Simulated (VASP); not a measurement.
# Hf6F (P-31m) in VASP: further runs, part 2 of 2

VASP 6.6.1.

### Step 3. Single point, PBE

This run uses another cell than the first one, of 20.25 Å³/atom.

Contents of INCAR:

```
SYSTEM = Hf6F
PREC     = Accurate       ! precision mode
ENCUT    = 520            ! plane-wave cutoff, eV
EDIFF    = 1E-6           ! SCF threshold, eV
ISMEAR   = 0              ! smearing method
SIGMA    = 0.2            ! smearing width, eV
LREAL    = .FALSE.        ! projectors in reciprocal space
LASPH    = .TRUE.         ! aspherical terms in the spheres
NELM     = 80             ! most SCF steps
ALGO     = Normal         ! electronic algorithm
ISIF     = 2              ! what is computed and relaxed
LWAVE    = .FALSE.        ! write WAVECAR
LCHARG   = .TRUE.         ! write CHGCAR
GGA      = PE             ! functional
LELF     = .TRUE.         ! ELF
LVHAR    = .TRUE.       
NBANDS   = 42             ! bands
```

Contents of KPOINTS:

```
regular mesh
0
G
  4 6 6
  0 0 0
```

Contents of POSCAR:

```
Hf6F
1.0
    0.0000000000      0.0000000000      5.1801832807
    5.6204621281      0.0000000000      0.0000000000
   -2.8102310640      4.8674629839      0.0000000000
Hf F
6 1
Direct
    0.7367732859      0.3439050538      0.3439050538
    0.2632267141      0.6560949462      0.6560949462
    0.2632267141      0.3439050538      0.0000000000
    0.7367732859      0.0000000000      0.6560949462
    0.2632267141      1.0000000000      0.3439050538
    0.7367732859      0.6560949462      0.0000000000
    0.0000000000      1.0000000000      0.0000000000
```

Potentials or basis: VASP PAW PBE potentials, release 64 (Hf_pv, F).

The run is started by

```
> cat potpaw_PBE.64/Hf_pv/POTCAR potpaw_PBE.64/F/POTCAR > POTCAR
> mpirun -np 1 vasp_std > vasp.out
```

OUTCAR:

```text
SYSTEM = Hf6F
   PREC = Accurate
   ENCUT = 520
   EDIFF = 1E-6
   ISMEAR = 0
   LREAL = .FALSE.
   LASPH = .TRUE.
   NELM = 80
   ISIF = 2
   GGA = PE

 ion  position               nearest neighbor table
   1  0.737  0.344  0.344-   7 2.37   2 3.02   3 3.12   5 3.12   6 3.19   6 3.19   4 3.19   4 3.19
                             2 3.24   3 3.34   5 3.34   4 3.35   6 3.35
   2  0.263  0.656  0.656-   7 2.37   1 3.02   6 3.12   4 3.12   3 3.19   3 3.19   5 3.19   5 3.19
                             1 3.24   6 3.34   4 3.34   5 3.35   3 3.35
   3  0.263  0.344  0.000-   7 2.37   6 3.02   1 3.12   4 3.12   2 3.19   5 3.19   2 3.19   5 3.19
                             6 3.24   1 3.34   4 3.34   5 3.35   2 3.35
   4  0.737  0.000  0.656-   7 2.37   5 3.02   3 3.12   2 3.12   6 3.19   1 3.19   6 3.19   1 3.19
                             5 3.24   3 3.34   2 3.34   1 3.35   6 3.35
   5  0.263  0.000  0.344-   7 2.37   4 3.02   6 3.12   1 3.12   3 3.19   2 3.19   3 3.19   2 3.19
                             4 3.24   6 3.34   1 3.34   2 3.35   3 3.35
   6  0.737  0.656  0.000-   7 2.37   3 3.02   2 3.12   5 3.12   1 3.19   4 3.19   1 3.19   4 3.19
                             3 3.24   2 3.34   5 3.34   4 3.35   1 3.35
   7  0.000  0.000  0.000-   4 2.37   5 2.37   1 2.37   2 2.37   3 2.37   6 2.37

  LATTYP: Found a hexagonal cell.
 ALAT       =     5.6204621281
 C/A-ratio  =     0.9216650095

  Lattice vectors:

 A1 = (   5.6204621281,   0.0000000000,   0.0000000000)
 A2 = (  -2.8102310640,   4.8674629839,   0.0000000000)
 A3 = (   0.0000000000,   0.0000000000,   5.1801832807)

Analysis of symmetry for initial positions (statically):
=====================================================================
 Subroutine PRICEL returns:
 Original cell was already a primitive cell.

 Routine SETGRP: Setting up the symmetry group for a
 hexagonal supercell.

 Subroutine GETGRP returns: Found 12 space group operations
 (whereof 12 operations were pure point group operations)
 out of a pool of 24 trial point group operations.

The static configuration has the point symmetry D_3d.

Analysis of symmetry for dynamics (positions and initial velocities):
=====================================================================
 Subroutine PRICEL returns:
 Original cell was already a primitive cell.

 Routine SETGRP: Setting up the symmetry group for a
 hexagonal supercell.

 Subroutine GETGRP returns: Found 12 space group operations
 (whereof 12 operations were pure point group operations)
 out of a pool of 24 trial point group operations.

The dynamic configuration has the point symmetry D_3d.

 Subroutine INISYM returns: Found 12 space group operations
 (whereof 12 operations are pure point group operations),
 and found     1 'primitive' translations

----------------------------------------------------------------------------------------

                                     Primitive cell

  volume of cell :     141.7163

  direct lattice vectors                    reciprocal lattice vectors
     0.000000000  0.000000000  5.180183281     0.000000000  0.000000000  0.193043363
     5.620462128  0.000000000  0.000000000     0.177921313  0.102722918  0.000000000
    -2.810231064  4.867462984  0.000000000     0.000000000  0.205445836  0.000000000

  length of vectors
[... 52 lines left out ...]
  0.000000  0.166667 -0.000000      6.000000
  0.250000  0.166667 -0.000000     12.000000
  0.500000  0.166667 -0.000000      6.000000
[... 16 lines left out ...]
  0.250000 -0.333333 -0.333333      2.000000
  0.500000  0.333333  0.333333      2.000000
   k-points           NKPTS =     24   k-points in BZ     NKDIM =     24   number of bands    NBANDS=     42
   number of dos      NEDOS =    301   number of ions     NIONS =      7
   total plane-waves  NPLWV =  70560
   dimension x,y,z NGX =    40 NGY =   42 NGZ =   42
   dimension x,y,z NGXF=    80 NGYF=   84 NGZF=   84
   ions per type =               6   1
   NGX,Y,Z   is equivalent  to a cutoff of  12.84, 12.42, 12.42 a.u.
   NGXF,Y,Z  is equivalent  to a cutoff of  25.67, 24.85, 24.85 a.u.
 SYSTEM =  Hf6F
   PREC   = accura    normal or accurate (medium, high low for compatibility)
   ISTART =      0    job   : 0-new  1-cont  2-samecut
   ICHARG =      2    charge: 1-file 2-atom 10-const
   ISPIN  =      1    spin polarized calculation?
   LNONCOLLINEAR =      F non collinear calculations
   LSORBIT =      F    spin-orbit coupling
   LASPH  =      T    aspherical Exc in radial PAW
   ENCUT  =  520.0 eV  38.22 Ry    6.18 a.u.   9.63 10.45 10.45*2*pi/ulx,y,z
   NELM   =     80;   NELMIN=  2; NELMDL= -5     # of ELM steps
   EDIFF  = 0.1E-05   stopping-criterion for ELM
   LREAL  =      F    real-space projection
   EDIFFG = 0.1E-04   stopping-criterion for IOM
   NSW    =      0    number of steps for IOM
   IBRION =     -1    ionic relax: 0-MD 1-quasi-New 2-CG
   NFREE  =      0    steps in history (QN), initial steepest desc. (CG)
   ISIF   =      2    stress and relaxation
   ISYM   =      2    0-nonsym 1-usesym 2-fastsym
   POTIM  = 0.5000    time-step for ionic-motion
   TEBEG  =    0.0;   TEEND  =   0.0 temperature during run
   PSTRESS=    0.0 pullay stress
   NELECT =      67.0000    total number of electrons
   NUPDOWN=      -1.0000    fix difference up-down
   EMIN   =  10.00;   EMAX   =-10.00  energy-range for DOS
   EFERMI =   0.00;   METHOD = LEGACY
   ISMEAR =     0;   SIGMA  =   0.20  broadening in eV -4-tet -1-fermi 0-gaus
   EFERMI_NEDOS =   21; number of points for ismear=-14 and -15
   IALGO  =     38    algorithm
   IMIX   =      4    mixing-type and parameters
     AMIX     =   0.40;   BMIX     =  1.00
     AMIX_MAG =   1.60;   BMIX_MAG =  1.00
  volume/ion in A,a.u.               =      20.25       136.62
  Fermi-wavevector in a.u.,A,eV,Ry     =   1.275342  2.410046 22.129821  1.626496
  Thomas-Fermi vector in A             =   2.408059
   LORBIT       =      0    0 simple, 1 ext, 2 COOP (PROOUT), +10 PAW based schemes
   GGA     = PE    functional components
   LHFCALC =     F    Hartree Fock is set to
   AEXX    =    0.0000 exact exchange contribution
   IVDW    =     0    specifies the selected vdW correction
   LEPSILON=     F    determine dielectric tensor
   LRPA    =     F    only Hartree local field effects (RPA)
 non-spin polarized calculation
 Gauss-broadening in eV      SIGMA  =   0.20
  energy-cutoff  :      520.00
  volume of cell :      141.72
 maximum number of plane-waves:      3848
 NGX is ok and might be reduce to    40
   NGX = 19   NGY = 21   NGZ = 21

 number of electron      67.0000026 magnetization

 Free energy of the ion-electron system (eV)
  ---------------------------------------------------
  ext. energy  EPLUGINS =         0.00000000
  ---------------------------------------------------
  free energy    TOTEN  =       -64.97703139 eV

  energy without entropy =      -64.89229518  energy(sigma->0) =      -64.93466329

 E-fermi :   5.1902     XC(G=0): -11.2980

 val. band max:        5.1538509499   @ k =   0.5000   0.1667  -0.0000
 cond. band min:       5.2068641206   @ k =   0.2500   0.3333   0.1667
 fundamental gap:      0.0530131707
 Fermi energy:         5.1901701260

 k-point     1 :       0.0000    0.0000    0.0000
  band No.  band energies     occupation
      1     -26.3425      2.00000
      2     -25.8949      2.00000
      3     -25.8912      2.00000
      4     -25.8909      2.00000
      5     -25.8909      2.00000
      6     -25.7845      2.00000
[... 1069 lines left out ...]
     41       7.2113      0.00000
     42       7.2777      0.00000

------------------------ aborting loop because EDIFF is reached ----------------------------------------

  FORCE on cell =-STRESS in cart. coord.  units (eV):
  Direction    XX          YY          ZZ          XY          YZ          ZX
  --------------------------------------------------------------------------------------
  -------------------------------------------------------------------------------------
  Total       -0.7614446     -0.7614446     -0.5250709     -0.0000000      0.0000000     -0.0000000
  in kB       -8.6085313     -8.6085313     -5.9362024     -0.0000000      0.0000000     -0.0000000
  external PRESSURE =      -7.7177550 kB  Pullay stress =       0.0000000 kB

 VOLUME and BASIS-vectors are now :
 -----------------------------------------------------------------------------
  energy-cutoff  :      520.00
  volume of cell :      141.72
      direct lattice vectors                 reciprocal lattice vectors
     0.000000000  0.000000000  5.180183281     0.000000000  0.000000000  0.193043363
     5.620462128  0.000000000  0.000000000     0.177921313  0.102722918  0.000000000
    -2.810231064  4.867462984  0.000000000     0.000000000  0.205445836  0.000000000

 POSITION                                       TOTAL-FORCE (eV/Angst)
 -----------------------------------------------------------------------------------
      0.96645      1.67395      3.81662        -0.016012     -0.027733      0.027012
      1.84378      3.19352      1.36356         0.016012      0.027733     -0.027012
      1.93291      0.00000      1.36356        -0.032024      0.000000     -0.027012
     -1.84378      3.19352      3.81662        -0.016012      0.027733      0.027012
     -0.96645      1.67395      1.36356         0.016012     -0.027733     -0.027012
      3.68756      0.00000      3.81662         0.032024     -0.000000      0.027012
      0.00000      0.00000      0.00000         0.000000      0.000000      0.000000
 -----------------------------------------------------------------------------------
    total drift:                               -0.000000      0.000000     -0.000000

  FREE ENERGIE OF THE ION-ELECTRON SYSTEM (eV)
  ---------------------------------------------------
  free  energy   TOTEN  =       -64.9770313941 eV

  energy  without entropy=      -64.8922951790  energy(sigma->0) =      -64.93466329
```

It took 65 s on 1 thread of Intel Xeon 6975P-C (Granite Rapids), shared host; peak memory 0.3 GiB.

What came out:

- Free energy: -64.9770 eV
- Pressure: -0.8 GPa
- Largest force: 0.042 eV/Å
- Band gap on the k mesh: zero (an odd number of electrons rules out a gap without spin polarisation)

Forces in eV/Å, atoms in the order of the input:
```
Hf  -0.016 -0.028  0.027
Hf   0.016  0.028 -0.027
Hf  -0.032  0.000 -0.027
Hf  -0.016  0.028  0.027
Hf   0.016 -0.028 -0.027
Hf   0.032  0.000  0.027
F    0.000  0.000  0.000
```

Stress tensor (GPa, compression positive):
```
-0.86  0.00  0.00
 0.00 -0.86  0.00
 0.00  0.00 -0.59
```

Caveat: spin-orbit coupling is left out, which moves the levels of the heavy elements; an odd number of electrons without spin polarisation forces a metal; a magnetic or distorted state may lie lower.

### Step 4. Single point, PBE (with an interstitial atom)

Contents of INCAR:

```
SYSTEM = Hf6F
PREC = Accurate ; ENCUT = 520
EDIFF = 1E-7 ; ISMEAR = 0
SIGMA = 0.1 ; LREAL = .FALSE.
LASPH = .TRUE. ; NELM = 100
ALGO = Normal ; ISIF = 2
LWAVE = .FALSE. ; LCHARG = .FALSE.
GGA = PE ; NBANDS = 42
```

Contents of KPOINTS:

```
Automatic mesh
0
G
  6 6 6
  0 0 0
```

Contents of POSCAR:

```
Hf6F
1.0
    5.6204621281      0.0000000000      0.0000000000
   -2.8102310640      4.8674629839      0.0000000000
    0.0000000000      0.0000000000      5.1801832807
Hf F
6 1
Direct
    0.3439050538      0.3439050538      0.7367732859
    0.6560949462      0.6560949462      0.2632267141
    0.3439050538      0.0000000000      0.2632267141
    0.0000000000      0.6560949462      0.7367732859
    0.0000000000      0.3439050538      0.2632267141
    0.6560949462      0.0000000000      0.7367732859
    0.0000000000      0.0000000000      0.0000000000
```

Potentials or basis: VASP PAW PBE potentials, release 64 (Hf_pv, F).

The run is started by

```
> cat potpaw_PBE.64/Hf_pv/POTCAR potpaw_PBE.64/F/POTCAR > POTCAR
> mpirun -np 1 vasp_std > vasp.out
```

OUTCAR:

```text
SYSTEM = Hf6F
   PREC = Accurate
   ENCUT = 520
   EDIFF = 1E-7
   ISMEAR = 0
   LREAL = .FALSE.
   LASPH = .TRUE.
   NELM = 100
   ISIF = 2
   GGA = PE

 ion  position               nearest neighbor table
   1  0.344  0.344  0.737-   7 2.37   2 3.02   3 3.12   5 3.12   6 3.19   6 3.19   4 3.19   4 3.19
                             2 3.24   3 3.34   5 3.34   4 3.35   6 3.35
   2  0.656  0.656  0.263-   7 2.37   1 3.02   6 3.12   4 3.12   3 3.19   3 3.19   5 3.19   5 3.19
                             1 3.24   6 3.34   4 3.34   5 3.35   3 3.35
   3  0.344  0.000  0.263-   7 2.37   6 3.02   1 3.12   4 3.12   2 3.19   5 3.19   2 3.19   5 3.19
[... 1299 lines left out ...]
  Total       -0.6681414     -0.6681414     -0.7599492     -0.0000000      0.0000000      0.0000000
  in kB       -7.5536902     -7.5536902     -8.5916253     -0.0000000      0.0000000      0.0000000
  external PRESSURE =      -7.8996686 kB  Pullay stress =       0.0000000 kB

 VOLUME and BASIS-vectors are now :
 -----------------------------------------------------------------------------
  energy-cutoff  :      520.00
  volume of cell :      141.72
      direct lattice vectors                 reciprocal lattice vectors
     5.620462128  0.000000000  0.000000000     0.177921313  0.102722918  0.000000000
    -2.810231064  4.867462984  0.000000000     0.000000000  0.205445836  0.000000000
     0.000000000  0.000000000  5.180183281     0.000000000  0.000000000  0.193043363

 POSITION                                       TOTAL-FORCE (eV/Angst)
 -----------------------------------------------------------------------------------
      0.96645      1.67395      3.81662        -0.017273     -0.029919      0.011470
      1.84378      3.19352      1.36356         0.017273      0.029919     -0.011470
      1.93291      0.00000      1.36356        -0.034547      0.000000     -0.011470
     -1.84378      3.19352      3.81662        -0.017273      0.029919      0.011470
     -0.96645      1.67395      1.36356         0.017273     -0.029919     -0.011470
      3.68756      0.00000      3.81662         0.034547     -0.000000      0.011470
      0.00000      0.00000      0.00000        -0.000000      0.000000      0.000000
 -----------------------------------------------------------------------------------
    total drift:                               -0.000000      0.000000     -0.000000

  FREE ENERGIE OF THE ION-ELECTRON SYSTEM (eV)
  ---------------------------------------------------
  free  energy   TOTEN  =       -64.9511450749 eV

  energy  without entropy=      -64.9273003349  energy(sigma->0) =      -64.93922270
```

OSZICAR:

```text
N       E                     dE             d eps       ncg     rms          rms(c)
DAV:   1     0.308759174234E+03    0.30876E+03   -0.36605E+04  2864   0.152E+03
DAV:   2    -0.443707469336E+02   -0.35313E+03   -0.34074E+03  3252   0.381E+02
DAV:   3    -0.671224580968E+02   -0.22752E+02   -0.22009E+02  3792   0.600E+01
DAV:   4    -0.677983551793E+02   -0.67590E+00   -0.65952E+00  3592   0.910E+00
DAV:   5    -0.678142358672E+02   -0.15881E-01   -0.15832E-01  3680   0.125E+00    0.109E+02
DAV:   6    -0.655935421471E+02    0.22207E+01   -0.37508E+00  3012   0.945E+00    0.638E+01
DAV:   7    -0.649838303057E+02    0.60971E+00   -0.34754E+00  2988   0.842E+00    0.482E+00
DAV:   8    -0.649589831965E+02    0.24847E-01   -0.21842E-01  3546   0.209E+00    0.269E+00
DAV:   9    -0.649519443384E+02    0.70389E-02   -0.24703E-02  3276   0.749E-01    0.941E-01
DAV:  10    -0.649511344815E+02    0.80986E-03   -0.46220E-03  3546   0.323E-01    0.198E-01
DAV:  11    -0.649511460569E+02   -0.11575E-04   -0.28607E-04  3706   0.771E-02    0.714E-02
DAV:  12    -0.649511437307E+02    0.23262E-05   -0.36415E-05  3616   0.264E-02    0.540E-02
DAV:  13    -0.649511451174E+02   -0.13867E-05   -0.32612E-06  3454   0.871E-03    0.112E-02
DAV:  14    -0.649511450749E+02    0.42525E-07   -0.40167E-07  3232   0.270E-03
   1 F= -.64951145E+02 E0= -.64939223E+02  d E =-.238447E-01
```

stdout:

```text
POSCAR found type information on POSCAR HfF
 POSCAR found :  2 types and       7 ions
 scaLAPACK will be used
 LDA part: xc-table for (Slater+PW92), standard interpolation
 POSCAR, INCAR and KPOINTS ok, starting setup
 FFT: planning ... GRIDC
 FFT: planning ... GRID_SOFT
 FFT: planning ... GRID
 WAVECAR not read
 entering main loop
```

It took 1.7 min on 1 thread of Intel Xeon 6975P-C (Granite Rapids), shared host; peak memory 0.33 GiB.

What came out:

* Free energy: -64.9511 eV
* Pressure: -0.8 GPa
* Largest force: 0.036 eV/Å
* Band gap on the k mesh: zero (an odd number of electrons rules out a gap without spin polarisation)

Forces in eV/Å, atoms in the order of the input:
```
Hf  -0.017 -0.030  0.011
Hf   0.017  0.030 -0.011
Hf  -0.035  0.000 -0.011
Hf  -0.017  0.030  0.011
Hf   0.017 -0.030 -0.011
Hf   0.035  0.000  0.011
F    0.000  0.000  0.000
```

Levels at points of the mesh, in eV from the Fermi level:
```tsv
k point	band 29	band 30	band 31	band 32	band 33	band 34	band 35	band 36	band 37	band 38
(0.00, 0.00, 0.00)	-1.60	-1.60	-1.44	-0.44	0.22	0.22	0.57	0.57	0.94	1.37
(0.50, 0.00, 0.00)	-1.70	-1.49	-1.38	-1.00	-0.86	0.10	0.64	0.72	0.92	0.94
(0.00, 0.00, 0.50)	-1.41	-1.19	-1.19	-0.79	-0.55	-0.55	-0.13	-0.13	0.45	0.79
(0.50, 0.00, 0.50)	-1.16	-1.14	-1.05	-0.93	-0.86	-0.64	0.05	0.36	0.52	0.82
```

Caveat: the cell differs from its parent crystal (with an interstitial atom); spin-orbit coupling is left out, which moves the levels of the heavy elements; an odd number of electrons without spin polarisation forces a metal; a magnetic or distorted state may lie lower.

### Step 5. The runs side by side

| cell | k mesh | smearing | gap on the mesh (eV) | pressure (GPa) | largest force (eV/Å) |
| --- | --- | --- | --- | --- | --- |
| a = 5.619, b = 5.619, c = 5.196 Å, angles 90.0, 90.0, 120.0°, 7 atoms | 4 × 4 × 3 | gaussian 0.2 eV | none | -0.8 | 0.05 |
| a = 5.180, b = 5.620, c = 5.620 Å, angles 120.0, 90.0, 90.0°, 7 atoms | 4 × 6 × 6 | gaussian 0.2 eV | none | -0.8 | 0.04 |
| a = 5.620, b = 5.620, c = 5.180 Å, angles 90.0, 90.0, 120.0°, 7 atoms | 6 × 6 × 6 | gaussian 0.1 eV | none | -0.8 | 0.04 |

Alike in all rows: task single point; level PBE; potentials or basis VASP PAW PBE potentials, release 64 (Hf_pv, F); no spin polarisation; cutoff (eV) 520.

Caveats: some runs use coarse meshes; spin-orbit coupling is left out, which moves the levels of the heavy elements; an odd number of electrons without spin polarisation forces a metal; a magnetic or distorted state may lie lower.

Total energies depend on the potentials used, so only differences within one code and one set of settings carry meaning.
